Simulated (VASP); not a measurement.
# SrGa2B2 in VASP: notebook

The runs below take SrGa2B2 through single point, with PBE.

Everything below comes from runs of VASP 6.6.1. Logs are shortened: lines on timing, memory, paths and dates and some standing lists are left out, and cuts for length are marked.

### 1 The cell of the first run

The typed cell holds 5 atoms: a = 4.436 Å, b = 4.436 Å, c = 4.745 Å, α = 90.00°, β = 90.00°, γ = 60.00°.

### 2 Single point, PBE

INCAR reads:

```
  PREC = Accurate
  ENCUT = 520
  EDIFF = 1E-6
  ISMEAR = -1
  SIGMA = 0.1
  LREAL = False
  LASPH = True
  NELM = 100
  ALGO = Normal
  ISIF = 2
  LWAVE = False
  LCHARG = False
  GGA = PE
  NBANDS = 29
```

KPOINTS reads:

```
regular mesh
0
Gamma
  5 5 4
```

POSCAR reads:

```
SrGa2B2
1.0
    2.2179950000      3.8416770000      0.0000000000
   -2.2179950000      3.8416770000      0.0000000000
    0.0000000000      0.0000000000      4.7447680000
Ga B Sr
2 2 1
Direct
    0.3333000000      0.3334000000      0.4656000000
    0.6667000000      0.6666000000      0.5344000000
    0.3333000000      0.3334000000      0.1067000000
    0.6667000000      0.6666000000      0.8933000000
    0.0000000000      0.0000000000      0.0000000000
```

Potentials or basis: VASP PAW PBE potentials, release 64 (Ga_d, B, Sr_sv).

Run with:

```
> cat potpaw_PBE.64/Ga_d/POTCAR potpaw_PBE.64/B/POTCAR potpaw_PBE.64/Sr_sv/POTCAR > POTCAR
> mpirun -np 1 vasp_std > vasp.out
```

OUTCAR:

```text
PREC = Accurate
   ENCUT = 520
   EDIFF = 1E-6
   ISMEAR = -1
   LREAL = False
   LASPH = True
   NELM = 100
   ISIF = 2
   GGA = PE

 ion  position               nearest neighbor table
   1  0.333  0.333  0.466-   3 1.70   2 2.58   2 2.58   2 2.58   5 3.38   5 3.38   5 3.38   5 3.60
                             5 3.60   5 3.60
   2  0.667  0.667  0.534-   4 1.70   1 2.58   1 2.58   1 2.58   5 3.38   5 3.38   5 3.38   5 3.60
                             5 3.60   5 3.60
   3  0.333  0.333  0.107-   1 1.70   5 2.61   5 2.61   5 2.61
   4  0.667  0.667  0.893-   2 1.70   5 2.61   5 2.61   5 2.61
   5  0.000  0.000  0.000-   3 2.61   4 2.61   3 2.61   4 2.61   3 2.61   4 2.61   2 3.38   1 3.38
                             2 3.38   1 3.38   1 3.38   2 3.38   2 3.60   1 3.60   1 3.60   2 3.60

  LATTYP: Found a hexagonal cell.
 ALAT       =     4.4359873751
 C/A-ratio  =     1.0696080937

  Lattice vectors:

 A1 = (   2.2179950000,  -3.8416770000,   0.0000000000)
 A2 = (   2.2179950000,   3.8416770000,   0.0000000000)
 A3 = (   0.0000000000,   0.0000000000,   4.7447680000)

Analysis of symmetry for initial positions (statically):
=====================================================================
 Subroutine PRICEL returns:
 Original cell was already a primitive cell.

 Routine SETGRP: Setting up the symmetry group for a
 hexagonal supercell.

 Subroutine GETGRP returns: Found  4 space group operations
 (whereof  4 operations were pure point group operations)
 out of a pool of 24 trial point group operations.

The static configuration has the point symmetry C_2h.

Analysis of symmetry for dynamics (positions and initial velocities):
=====================================================================
 Subroutine PRICEL returns:
 Original cell was already a primitive cell.

 Routine SETGRP: Setting up the symmetry group for a
 hexagonal supercell.

 Subroutine GETGRP returns: Found  4 space group operations
 (whereof  4 operations were pure point group operations)
 out of a pool of 24 trial point group operations.

The dynamic configuration has the point symmetry C_2h.

 Subroutine INISYM returns: Found  4 space group operations
 (whereof  4 operations are pure point group operations),
 and found     1 'primitive' translations

----------------------------------------------------------------------------------------

                                     Primitive cell

  volume of cell :      80.8586

  direct lattice vectors                    reciprocal lattice vectors
     2.217995000  3.841677000  0.000000000     0.225428822  0.130151494  0.000000000
    -2.217995000  3.841677000  0.000000000    -0.225428822  0.130151494  0.000000000
     0.000000000  0.000000000  4.744768000     0.000000000  0.000000000  0.210758461

  length of vectors
     4.435987375  4.435987375  4.744768000     0.260302833  0.260302833  0.210758461

  position of ions in fractional coordinates (direct lattice)
     0.333300000  0.333400000  0.465600000
     0.666700000  0.666600000  0.534400000
     0.333300000  0.333400000  0.106700000
     0.666700000  0.666600000  0.893300000
     0.000000000  0.000000000  0.000000000

  ion indices of the primitive-cell ions
   primitive index   ion index
                 1           1
                 2           2
                 3           3
                 4           4
                 5           5

----------------------------------------------------------------------------------------

 KPOINTS: regular mesh

Automatic generation of k-mesh.
 Grid dimensions read from file:
 generate k-points for:    5    5    4

 Generating k-lattice:

  Cartesian coordinates                     Fractional coordinates (reciprocal lattice)
     0.045085764  0.026030299  0.000000000     0.200000000  0.000000000  0.000000000
    -0.045085764  0.026030299  0.000000000     0.000000000  0.200000000  0.000000000
     0.000000000  0.000000000  0.052689615     0.000000000  0.000000000  0.250000000

  Length of vectors
     0.052060567  0.052060567  0.052689615

  Shift w.r.t. Gamma in fractional coordinates (k-lattice)
     0.000000000  0.000000000  0.000000000

 Subroutine IBZKPT returns following result:
 ===========================================

 Found     33 irreducible k-points:

 Following reciprocal coordinates:
            Coordinates               Weight
  0.000000  0.000000  0.000000      1.000000
  0.200000  0.000000  0.000000      4.000000
  0.000000  0.200000  0.000000      2.000000
  0.400000 -0.000000  0.000000      4.000000
 -0.000000  0.400000  0.000000      2.000000
  0.400000  0.200000  0.000000      2.000000
[... 16 lines left out ...]
 -0.200000  0.400000  0.250000      4.000000
  0.400000 -0.200000  0.250000      4.000000
 [... further k-points ...]
   k-points           NKPTS =     33   k-points in BZ     NKDIM =     33   number of bands    NBANDS=     29
   number of dos      NEDOS =    301   number of ions     NIONS =      5
   total plane-waves  NPLWV =  46656
   dimension x,y,z NGX =    36 NGY =   36 NGZ =   36
   dimension x,y,z NGXF=    72 NGYF=   72 NGZF=   72
   ions per type =               2   2   1
   NGX,Y,Z   is equivalent  to a cutoff of  13.49, 13.49, 12.61 a.u.
   NGXF,Y,Z  is equivalent  to a cutoff of  26.98, 26.98, 25.23 a.u.
 SYSTEM =  unknown system
   PREC   = accura    normal or accurate (medium, high low for compatibility)
   ISTART =      0    job   : 0-new  1-cont  2-samecut
   ICHARG =      2    charge: 1-file 2-atom 10-const
   ISPIN  =      1    spin polarized calculation?
   LNONCOLLINEAR =      F non collinear calculations
   LSORBIT =      F    spin-orbit coupling
   LASPH  =      T    aspherical Exc in radial PAW
   ENCUT  =  520.0 eV  38.22 Ry    6.18 a.u.   8.25  8.25  8.82*2*pi/ulx,y,z
   NELM   =    100;   NELMIN=  2; NELMDL= -5     # of ELM steps
   EDIFF  = 0.1E-05   stopping-criterion for ELM
   LREAL  =      F    real-space projection
   EDIFFG = 0.1E-04   stopping-criterion for IOM
   NSW    =      0    number of steps for IOM
   IBRION =     -1    ionic relax: 0-MD 1-quasi-New 2-CG
   NFREE  =      0    steps in history (QN), initial steepest desc. (CG)
   ISIF   =      2    stress and relaxation
   ISYM   =      2    0-nonsym 1-usesym 2-fastsym
   POTIM  = 0.5000    time-step for ionic-motion
   TEBEG  =    0.0;   TEEND  =   0.0 temperature during run
   PSTRESS=    0.0 pullay stress
   NELECT =      42.0000    total number of electrons
   NUPDOWN=      -1.0000    fix difference up-down
   EMIN   =  10.00;   EMAX   =-10.00  energy-range for DOS
   EFERMI =   0.00;   METHOD = LEGACY
   ISMEAR =    -1;   SIGMA  =   0.10  broadening in eV -4-tet -1-fermi 0-gaus
   EFERMI_NEDOS =   21; number of points for ismear=-14 and -15
   IALGO  =     38    algorithm
   IMIX   =      4    mixing-type and parameters
     AMIX     =   0.40;   BMIX     =  1.00
     AMIX_MAG =   1.60;   BMIX_MAG =  1.00
  volume/ion in A,a.u.               =      16.17       109.13
  Fermi-wavevector in a.u.,A,eV,Ry     =   1.315980  2.486841 23.562598  1.731802
  Thomas-Fermi vector in A             =   2.446124
   LORBIT       =      0    0 simple, 1 ext, 2 COOP (PROOUT), +10 PAW based schemes
   GGA     = PE    functional components
   LHFCALC =     F    Hartree Fock is set to
   AEXX    =    0.0000 exact exchange contribution
   IVDW    =     0    specifies the selected vdW correction
   LEPSILON=     F    determine dielectric tensor
   LRPA    =     F    only Hartree local field effects (RPA)
 non-spin polarized calculation
  energy-cutoff  :      520.00
  volume of cell :       80.86
 maximum number of plane-waves:      2202
 NGX is ok and might be reduce to    36
   NGX = 17   NGY = 17   NGZ = 17

 number of electron      42.0000030 magnetization

 Free energy of the ion-electron system (eV)
  ---------------------------------------------------
  ext. energy  EPLUGINS =         0.00000000
  ---------------------------------------------------
  free energy    TOTEN  =       -13.81046002 eV

  energy without entropy =      -13.72204874  energy(sigma->0) =      -13.76625438

 E-fermi :   4.9486     XC(G=0): -10.6255

 val. band max:        4.9216024427   @ k =   0.2000   0.0000   0.2500
 cond. band min:       5.0146158054   @ k =   0.2000   0.0000   0.0000
 fundamental gap:      0.0930133627
 Fermi energy:         4.9486468800

 k-point     1 :       0.0000    0.0000    0.0000
  band No.  band energies     occupation
      1     -29.5605      2.00000
      2     -11.7984      2.00000
      3     -11.7656      2.00000
      4     -11.7652      2.00000
      5     -10.8734      2.00000
      6     -10.6798      2.00000
[... 21 lines left out ...]
     28       9.2399      0.00000
     29       9.2408      0.00000

 k-point     2 :       0.2000    0.0000    0.0000
  band No.  band energies     occupation
      1     -29.5568      2.00000
      2     -11.8985      2.00000
      3     -11.7905      2.00000
      4     -11.7897      2.00000
      5     -10.8458      2.00000
      6     -10.7059      2.00000
[... 21 lines left out ...]
     28       9.8779      0.00000
     29       9.9937      0.00000

 k-point     3 :       0.0000    0.2000    0.0000
  band No.  band energies     occupation
      1     -29.5568      2.00000
      2     -11.8988      2.00000
      3     -11.7905      2.00000
      4     -11.7894      2.00000
      5     -10.8458      2.00000
      6     -10.7059      2.00000
[... 21 lines left out ...]
     28       9.8773      0.00000
     29       9.9942      0.00000

 k-point     4 :       0.4000   -0.0000    0.0000
  band No.  band energies     occupation
      1     -29.5508      2.00000
      2     -12.0901      2.00000
      3     -11.8284      2.00000
      4     -11.7783      2.00000
      5     -10.7984      2.00000
      6     -10.7512      2.00000
[... 21 lines left out ...]
     28      11.2288      0.00000
     29      11.9299      0.00000

 k-point     5 :      -0.0000    0.4000    0.0000
  band No.  band energies     occupation
      1     -29.5508      2.00000
      2     -12.0905      2.00000
      3     -11.8281      2.00000
      4     -11.7783      2.00000
      5     -10.7984      2.00000
      6     -10.7511      2.00000
[... 21 lines left out ...]
     28      11.2289      0.00000
     29      11.9302      0.00000
[... 510 lines left out ...]
     28      10.7440      0.00000
     29      11.0713      0.00000

 k-point    22 :      -0.4000    0.2000    0.2500
  band No.  band energies     occupation
      1     -29.5482      2.00000
      2     -12.0599      2.00000
      3     -11.9177      2.00000
      4     -11.7965      2.00000
      5     -10.7890      2.00000
      6     -10.7617      2.00000
[... 21 lines left out ...]
     28      10.7473      0.00000
     29      11.7635      0.00000

 k-point    23 :      -0.2000    0.4000    0.2500
  band No.  band energies     occupation
      1     -29.5482      2.00000
      2     -12.0603      2.00000
      3     -11.9174      2.00000
      4     -11.7965      2.00000
      5     -10.7891      2.00000
      6     -10.7616      2.00000
[... 21 lines left out ...]
     28      10.7474      0.00000
     29      11.7629      0.00000

 k-point    24 :       0.4000   -0.2000    0.2500
  band No.  band energies     occupation
      1     -29.5482      2.00000
      2     -12.0599      2.00000
      3     -11.9177      2.00000
      4     -11.7965      2.00000
      5     -10.7889      2.00000
      6     -10.7617      2.00000
[... 21 lines left out ...]
     28      10.7477      0.00000
     29      11.7626      0.00000

 [... further k-points ...]
[... 5 lines left out ...]
  --------------------------------------------------------------------------------------
  -------------------------------------------------------------------------------------
  Total        5.1182853      5.1150558     26.2713336     -0.0027898     -0.0000431      0.0000747
  in kB      101.4165145    101.3525246    520.5546307     -0.0552784     -0.0008541      0.0014799
  external PRESSURE =     241.1078899 kB  Pullay stress =       0.0000000 kB

 VOLUME and BASIS-vectors are now :
 -----------------------------------------------------------------------------
  energy-cutoff  :      520.00
  volume of cell :       80.86
      direct lattice vectors                 reciprocal lattice vectors
     2.217995000  3.841677000  0.000000000     0.225428822  0.130151494  0.000000000
    -2.217995000  3.841677000  0.000000000    -0.225428822  0.130151494  0.000000000
     0.000000000  0.000000000  4.744768000     0.000000000  0.000000000  0.210758461

 POSITION                                       TOTAL-FORCE (eV/Angst)
 -----------------------------------------------------------------------------------
     -0.00022      2.56125      2.20916         0.001974     -0.001140      7.399951
      0.00022      5.12211      2.53560        -0.001974      0.001140     -7.399951
     -0.00022      2.56125      0.50627         0.000080     -0.000046     -7.579594
      0.00022      5.12211      4.23850        -0.000080      0.000046      7.579594
      0.00000      0.00000      0.00000         0.000000      0.000000      0.000000
 -----------------------------------------------------------------------------------
    total drift:                                0.000000      0.000000     -0.000000

  FREE ENERGIE OF THE ION-ELECTRON SYSTEM (eV)
  ---------------------------------------------------
  free  energy   TOTEN  =       -13.8104600219 eV

  energy  without entropy=      -13.7220487446  energy(sigma->0) =      -13.76625438
```

It took 53 s on 1 thread of Intel Xeon Platinum 8488C (Sapphire Rapids), shared host; peak memory 0.24 GiB.

What came out:

```yaml
Free_energy: -13.8105 eV
Pressure: 24.1 GPa
Largest_force: 7.580 eV/Å
Band_gap_on_the_k_mesh: zero (band 21 reaches 5.45 eV, above the bottom of band 22 at 4.04 eV)
```

Forces in eV/Å, atoms in the order of the input:
```
Ga   0.002 -0.001  7.400
Ga  -0.002  0.001 -7.400
B    0.000  0.000 -7.580
B    0.000  0.000  7.580
Sr   0.000  0.000  0.000
```

Caveat: forces of over 1 eV/Å act on the atoms, so gaps and moduli don't describe the material at rest.

### 3 Single point, PBE

INCAR reads:

```
ALGO     = Normal         # electronic algorithm
EDIFF    = 1E-6           # SCF threshold, eV
ENCUT    = 520            # plane-wave cutoff, eV
GGA      = PE             # functional
ISIF     = 2              # what is computed and relaxed
ISMEAR   = 1              # smearing method
LASPH    = T              # aspherical terms in the spheres
LCHARG   = F              # write CHGCAR
LREAL    = F              # projectors in reciprocal space
LWAVE    = F              # write WAVECAR
NBANDS   = 29             # bands
NELM     = 60             # most SCF steps
PREC     = Accurate       # precision mode
SIGMA    = 0.025          # smearing width, eV
```

KPOINTS reads:

```
k-points
0
Gamma
  5 5 4
```

POSCAR is that of step 2.

Potentials or basis: VASP PAW PBE potentials, release 64 (Ga_d, B, Sr_sv).

Run with:

```
> cat potpaw_PBE.64/Ga_d/POTCAR potpaw_PBE.64/B/POTCAR potpaw_PBE.64/Sr_sv/POTCAR > POTCAR
> mpirun -np 1 vasp_std > vasp.out
```

Wall time 59 s (1 thread of Intel Xeon Platinum 8488C (Sapphire Rapids), shared host); peak memory 0.24 GiB.

Results (log left out):

```yaml
Free_energy: -13.7612 eV
Pressure: 24.1 GPa
Largest_force: 7.644 eV/Å
Band_gap_on_the_k_mesh: zero (band 21 reaches 5.44 eV, above the bottom of band 22 at 4.05 eV)
```

Forces on the atoms (eV/Å):
```
Ga   0.002 -0.001  7.467
Ga  -0.002  0.001 -7.467
B    0.000  0.000 -7.644
B    0.000  0.000  7.644
Sr   0.000  0.000  0.000
```

Stress tensor (GPa, compression positive):
```
10.11  0.00  0.00
 0.00 10.11  0.00
 0.00  0.00 52.07
```

Levels at points of the mesh, in eV from the Fermi level:
| k point | band 18 | band 19 | band 20 | band 21 | band 22 | band 23 | band 24 | band 25 |
| --- | --- | --- | --- | --- | --- | --- | --- | --- |
| (0.00, 0.00, 0.00) | -3.44 | -3.44 | -1.32 | -0.18 | 1.20 | 1.20 | 2.29 | 2.37 |
| (0.00, 0.00, 0.50) | -2.75 | -2.55 | -2.55 | -0.98 | -0.97 | 1.80 | 1.84 | 1.84 |

Caveat: forces of over 1 eV/Å act on the atoms, so gaps and moduli don't describe the material at rest.

### 4 Single point, PBE

INCAR reads:

```
SYSTEM = SrGa2B2
PREC = Accurate ; ENCUT = 520
EDIFF = 1E-6 ; ISMEAR = -1
SIGMA = 0.1 ; LREAL = .False.
LASPH = .True. ; NELM = 100
ALGO = Normal ; ISIF = 2
LWAVE = .False. ; LCHARG = .False.
GGA = PE ; ISYM = 0
NBANDS = 29
```

KPOINTS reads:

```
Automatic mesh
0
Gamma
  5 5 4
  0 0 0
```

POSCAR is that of step 3.

Run with:

```
> cat potpaw_PBE.64/Ga_d/POTCAR potpaw_PBE.64/B/POTCAR potpaw_PBE.64/Sr_sv/POTCAR > POTCAR
> mpirun -np 1 vasp_std > vasp.out
```

It took 86 s on 1 thread of Intel Xeon Platinum 8488C (Sapphire Rapids), shared host; peak memory 0.26 GiB.

Results (log left out):

| Quantity | Value |
| --- | --- |
| Free energy | -13.8105 eV |
| Pressure | 24.1 GPa |
| Largest force | 7.580 eV/Å |
| Band gap on the k mesh | zero (band 21 reaches 5.45 eV, above the bottom of band 22 at 4.04 eV) |

Forces in eV/Å, atoms in the order of the input:
```
Ga   0.002 -0.001  7.399
Ga  -0.002  0.001 -7.399
B    0.000  0.000 -7.579
B    0.000  0.000  7.580
Sr   0.000  0.000  0.000
```

Stress tensor (GPa, compression positive):
```
10.17 -0.01  0.00
-0.01 10.16  0.00
 0.00  0.00 52.09
```

Levels at points of the mesh, in eV from the Fermi level:
| k point | band 17 | band 18 | band 19 | band 20 | band 21 | band 22 | band 23 | band 24 | band 25 | band 26 |
| --- | --- | --- | --- | --- | --- | --- | --- | --- | --- | --- |
| (0.00, 0.00, 0.00) | -4.83 | -3.36 | -3.36 | -1.25 | -0.11 | 1.28 | 1.28 | 2.36 | 2.44 | 2.44 |
| (0.00, 0.00, 0.50) | -2.70 | -2.67 | -2.47 | -2.47 | -0.91 | -0.90 | 1.86 | 1.91 | 1.91 | 2.61 |

Caveat: forces of over 1 eV/Å act on the atoms, so gaps and moduli don't describe the material at rest.

(Part 1 of 2 ends here.)
